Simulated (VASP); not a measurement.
A run of VASP 6.6.1 is set up as follows.

Contents of INCAR:

```
SYSTEM = W
  PREC = Accurate
  ENCUT = 600
  EDIFF = 1E-6
  ISMEAR = -1
  SIGMA = 0.1
  LREAL = .False.
  LASPH = .True.
  NELM = 60
  ALGO = Normal
  ISIF = 3
  LWAVE = .False.
  LCHARG = .False.
  GGA = PE
  IBRION = 2
  NSW = 60
  EDIFFG = -0.005
  PSTRESS = 1900.0
```

Contents of KPOINTS:

```
Automatic mesh
0
Gamma
  17 17 9
  0 0 0
```

File POSCAR:

```
W
1.0
    2.5542259759      0.0000000000      0.0000000000
   -1.2771129879      2.2120245821      0.0000000000
    0.0000000000      0.0000000000      4.1378460809
W
2
Direct
    0.3333333333      0.6666666667      0.2500000000
    0.6666666667      0.3333333333      0.7500000000
```

Potentials or basis: VASP PAW PBE potentials, release 64 (W_sv).

Launch:

```console
$ cat potpaw_PBE.64/W_sv/POTCAR > POTCAR
$ mpirun -np 1 vasp_std > vasp.out
```

Q: Estimate the space group after relaxing (to 0.1 Å).

A: P6_3/mmc (No. 194).

Q: Estimate the band gap on the k mesh.

A: Zero (bands 14 and 15 overlap by 3.41 eV).

Q: What does it give for the relaxed volume?

A: 11.67 Å³/atom.

Q: What does it give for the relaxed cell?

A: a = 2.553 Å, b = 2.553 Å, c = 4.136 Å, α = 90.00°, β = 90.00°, γ = 120.00°.

Step by step:
```
step  energy change (eV)  largest force (eV/Å)  pressure (GPa)  volume (Å³)
   1              0.0000                0.0000          188.72        23.38
   2              0.3826                0.0000          201.57        23.06
   3              0.0376                0.0000          190.02        23.35
```

Caveat: the cell is relaxed towards a set pressure, so the run minimises the enthalpy, not the energy; spin-orbit coupling is left out, which moves the levels of the heavy elements.
